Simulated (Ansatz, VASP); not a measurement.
In: VASP beside Ansatz

Contents of INCAR:

```
SYSTEM = In
PREC = Accurate
ENCUT = 520
EDIFF = 1E-7
ISMEAR = -1
SIGMA = 0.1
LREAL = .FALSE.
LASPH = .TRUE.
NELM = 60
ALGO = Normal
ISIF = 2
LWAVE = .FALSE.
LCHARG = .FALSE.
GGA = RP
NBANDS = 26
```

KPOINTS

```
regular mesh
0
G
  8 8 11
  0 0 0
```

File POSCAR:

```
In
1.0
    5.2369584396      0.0000000000      0.0000000000
   -2.6184792198      4.5353390472      0.0000000000
    0.0000000000      0.0000000000      3.2537175268
In
3
Direct
    0.0000000000      0.0000000000      0.0000000000
    0.3333333333      0.6666666667      0.5000000000
    0.6666666667      0.3333333333      0.5000000000
```

Input for Ansatz:

```yaml
crystal:
  lattice:
    - [5.2369584396, 0.0, 0.0]
    - [-2.6184792198, 4.5353390472, 0.0]
    - [0.0, 0.0, 3.2537175268]
  atoms:
    - { symbol: In, position: [0.0, 0.0, 0.0] }
    - { symbol: In, position: [0.3333333333, 0.6666666667, 0.5] }
    - { symbol: In, position: [0.6666666667, 0.3333333333, 0.5] }
hamiltonian:
  xc: rpbe
  pseudopotentials:
    kind: paw
    azcp:
      In: "pseudopotentials/In.paw.azcp"
basis:
  ecutwfc: 420
  fft_grid_basis: typed
kpoints:
  mp_grid: { grid: [8, 8, 11], shift: [0, 0, 0] }
magnetization:
  spin_polarized: false
scf:
  occupations: { method: fermi_dirac, width: 0.1 }
  lower_state_search: "off"
output:
  stress: true
```

Alike in both runs: task single point; functional RPBE; k mesh 8 × 8 × 11; occupations fermi-dirac, width 0.1 eV; no spin polarisation.

|  | VASP | Ansatz |
| --- | --- | --- |
| version | VASP 6.6.1 | Ansatz 0.2.0 |
| potentials or method | VASP PAW PBE potentials, release 64 (In_d), cutoff 520 eV | plane waves (420 eV) with PAW, scalar-relativistic |
| valence electrons in the cell | 39 | 39 |

VASP gave:

* pressure (GPa): 5.2
* traceless stress, the component that is largest in VASP (GPa): -0.38

Q: Which values does Ansatz return?

A: Pressure (GPa): 5.2; traceless stress, the component that is largest in VASP (GPa): -0.37.

VASP's potentials were made for PBE, not for RPBE.
